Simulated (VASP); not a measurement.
# GaN in VASP: single point with LDA

Aim: the single point of GaN with LDA.

Program: VASP 6.6.1. These are calculated values, not measurements. Logs are shortened: lines on timing, memory, paths and dates and some standing lists are left out, and cuts for length are marked.

## (1) The cell of the first run

The cell holds a slab with vacuum, 4 atoms: a = 3.020 Å, b = 3.020 Å, c = 18.698 Å, α = 90.00°, β = 90.00°, γ = 60.00°.

## (2) Single point, LDA

INCAR reads:

```
SYSTEM = GaN
ALGO = Normal ; DIPOL = 0.5 0.5 0.500
EDIFF = 1E-6 ; ENCUT = 520
GGA_COMPAT = .False. ; IDIPOL = 3
ISIF = 2 ; ISMEAR = -1
LASPH = .True. ; LCHARG = .False.
LDIPOL = .True. ; LREAL = .False.
LWAVE = .False. ; NBANDS = 26
NELM = 120 ; NELMDL = -8
PREC = Accurate ; SIGMA = 0.05
```

KPOINTS reads:

```
k-points
0
Gamma
  5 5 1
  0 0 0
```

POSCAR reads:

```
GaN
1.0
    3.0196782959      0.0000000000      0.0000000000
    1.5098391479      2.6151181155      0.0000000000
    0.0000000000      0.0000000000     18.6983355061
Ga N
2 2
Direct
    0.0000000000      0.0000000000      0.4011052212
    0.3333333333      0.3333333333      0.5329649263
    0.6666666667      0.6666666667      0.4670350737
    1.0000000000      0.0000000000      0.5988947788
```

Potentials or basis: VASP PAW LDA potentials, release 64 (Ga_d, N).

Started as:

```
$ cat potpaw_LDA.64/Ga_d/POTCAR potpaw_LDA.64/N/POTCAR > POTCAR
$ mpirun -np 1 vasp_std > vasp.out
```

OUTCAR:

```text
SYSTEM = GaN
   EDIFF = 1E-6
   ENCUT = 520
   ISIF = 2
   ISMEAR = -1
   LASPH = .True.
   LREAL = .False.
   NELM = 120
   NELMDL = -8
   PREC = Accurate

 ion  position               nearest neighbor table
   1  0.000  0.000  0.401-   3 2.14   3 2.14   3 2.14
   2  0.333  0.333  0.533-   4 2.14   4 2.14   4 2.14   3 2.14   3 2.14   3 2.14
   3  0.667  0.667  0.467-   1 2.14   1 2.14   1 2.14   2 2.14   2 2.14   2 2.14
   4  0.000  0.000  0.599-   2 2.14   2 2.14   2 2.14

  LATTYP: Found a hexagonal cell.
 ALAT       =     3.0196782959
 C/A-ratio  =     6.1921614404

  Lattice vectors:

 A1 = (  -1.5098391479,  -2.6151181155,   0.0000000000)
 A2 = (   3.0196782959,   0.0000000000,   0.0000000000)
 A3 = (   0.0000000000,   0.0000000000,  18.6983355061)

Analysis of symmetry for initial positions (statically):
=====================================================================
 Subroutine PRICEL returns:
 Original cell was already a primitive cell.

 Routine SETGRP: Setting up the symmetry group for a
 hexagonal supercell.

 Subroutine GETGRP returns: Found  6 space group operations
 (whereof  6 operations were pure point group operations)
 out of a pool of 24 trial point group operations.

The static configuration has the point symmetry C_3v.

Analysis of symmetry for dynamics (positions and initial velocities):
=====================================================================
 Subroutine PRICEL returns:
 Original cell was already a primitive cell.

 Routine SETGRP: Setting up the symmetry group for a
 hexagonal supercell.

 Subroutine GETGRP returns: Found  6 space group operations
 (whereof  6 operations were pure point group operations)
 out of a pool of 24 trial point group operations.

The dynamic configuration has the point symmetry C_3v.

 Subroutine INISYM returns: Found  6 space group operations
 (whereof  6 operations are pure point group operations),
 and found     1 'primitive' translations

----------------------------------------------------------------------------------------

                                     Primitive cell

  volume of cell :     147.6573

  direct lattice vectors                    reciprocal lattice vectors
     3.019678296  0.000000000  0.000000000     0.331161105 -0.191195953  0.000000000
     1.509839148  2.615118116  0.000000000     0.000000000  0.382391906  0.000000000
     0.000000000  0.000000000 18.698335506     0.000000000  0.000000000  0.053480696

  length of vectors
     3.019678296  3.019678296 18.698335506     0.382391906  0.382391906  0.053480696
[... 71 lines left out ...]
   ISIF   =      2    stress and relaxation
   ISYM   =      2    0-nonsym 1-usesym 2-fastsym
   POTIM  = 0.5000    time-step for ionic-motion
   TEBEG  =    0.0;   TEEND  =   0.0 temperature during run
   PSTRESS=    0.0 pullay stress
   NELECT =      36.0000    total number of electrons
   NUPDOWN=      -1.0000    fix difference up-down
   EMIN   =  10.00;   EMAX   =-10.00  energy-range for DOS
   EFERMI =   0.00;   METHOD = LEGACY
   ISMEAR =    -1;   SIGMA  =   0.05  broadening in eV -4-tet -1-fermi 0-gaus
   EFERMI_NEDOS =   21; number of points for ismear=-14 and -15
   IALGO  =     38    algorithm
   IMIX   =      4    mixing-type and parameters
     AMIX     =   0.40;   BMIX     =  1.00
     AMIX_MAG =   1.60;   BMIX_MAG =  1.00
  volume/ion in A,a.u.               =      36.91       249.11
  Fermi-wavevector in a.u.,A,eV,Ry     =   1.022721  1.932663 14.231138  1.045959
  Thomas-Fermi vector in A             =   2.156416
   LORBIT       =      0    0 simple, 1 ext, 2 COOP (PROOUT), +10 PAW based schemes
   GGA     = CA    functional components
   LHFCALC =     F    Hartree Fock is set to
   AEXX    =    0.0000 exact exchange contribution
   IVDW    =     0    specifies the selected vdW correction
   LEPSILON=     F    determine dielectric tensor
   LRPA    =     F    only Hartree local field effects (RPA)
 non-spin polarized calculation
  energy-cutoff  :      520.00
  volume of cell :      147.66
 maximum number of plane-waves:      4029
 NGX is ok and might be reduce to    24
   NGX = 11   NGY = 11   NGZ = 69

 number of electron      35.9999989 magnetization

 dipolmoment           0.000000      0.000000      0.144353 electrons x Angstroem

 Free energy of the ion-electron system (eV)
  ---------------------------------------------------
  ext. energy  EPLUGINS =         0.00000000
  ---------------------------------------------------
  free energy    TOTEN  =       -21.80005322 eV

  energy without entropy =      -21.76514779  energy(sigma->0) =      -21.78260051

 E-fermi :  -3.1588     XC(G=0):  -4.6436

 val. band max:       -3.2394353511   @ k =   0.2000   0.0000   0.0000
 cond. band min:      -3.1413025492   @ k =   0.4000   0.0000   0.0000
 fundamental gap:      0.0981328019
 Fermi energy:        -3.1588090201

 k-point     1 :       0.0000    0.0000    0.0000
  band No.  band energies     occupation
      1     -19.6370      2.00000
      2     -17.6982      2.00000
      3     -17.6551      2.00000
      4     -17.6551      2.00000
      5     -17.5137      2.00000
      6     -17.5137      2.00000
[... 134 lines left out ...]
     25       6.5848      0.00000
     26       7.0606      0.00000

------------------------ aborting loop because EDIFF is reached ----------------------------------------

 vacuum level on the upper side and lower side of the slab       (xc-potential included)         1.597        -1.616

  FORCE on cell =-STRESS in cart. coord.  units (eV):
  Direction    XX          YY          ZZ          XY          YZ          ZX
  --------------------------------------------------------------------------------------
  -------------------------------------------------------------------------------------
  Total       -3.4637576     -3.4637576     -2.7394848      0.0000000      0.0000000     -0.0000000
  in kB      -37.5840125    -37.5840125    -29.7251832      0.0000000      0.0000000     -0.0000000
  external PRESSURE =     -34.9644027 kB  Pullay stress =       0.0000000 kB

 VOLUME and BASIS-vectors are now :
 -----------------------------------------------------------------------------
  energy-cutoff  :      520.00
  volume of cell :      147.66
      direct lattice vectors                 reciprocal lattice vectors
     3.019678296  0.000000000  0.000000000     0.331161105 -0.191195953  0.000000000
     1.509839148  2.615118116  0.000000000     0.000000000  0.382391906  0.000000000
     0.000000000  0.000000000 18.698335506     0.000000000  0.000000000  0.053480696

 POSITION                                       TOTAL-FORCE (eV/Angst)
 -----------------------------------------------------------------------------------
      0.00000      0.00000      7.50000        -0.000000     -0.000000      0.381355
      1.50984      0.87171      9.96556         0.000000     -0.000000      2.460073
      3.01968      1.74341      8.73278         0.000000      0.000000     -0.697722
      0.00000      0.00000     11.19834         0.000000     -0.000000     -2.143706
 -----------------------------------------------------------------------------------
    total drift:                               -0.000000     -0.000000     -0.001766

  FREE ENERGIE OF THE ION-ELECTRON SYSTEM (eV)
  ---------------------------------------------------
  free  energy   TOTEN  =       -21.8000532206 eV

  energy  without entropy=      -21.7651477910  energy(sigma->0) =      -21.78260051

 vacuum level on the upper side and lower side of the slab         5.516         2.210
```

It took 24 s on 1 thread of AMD EPYC 9R45 (Zen 5), shared host; peak memory 0.18 GiB.

What came out:

* Free energy: -21.8001 eV
* Largest force: 2.460 eV/Å
* Band gap on the k mesh: zero (bands 18 and 19 overlap by 0.68 eV)

Forces on the atoms (eV/Å):
```
Ga   0.000  0.000  0.381
Ga   0.000  0.000  2.460
N    0.000  0.000 -0.698
N    0.000  0.000 -2.144
```

Caveat: the k points lie up to 0.48 Å⁻¹ apart, too coarse for converged energies and pressures of a metal.
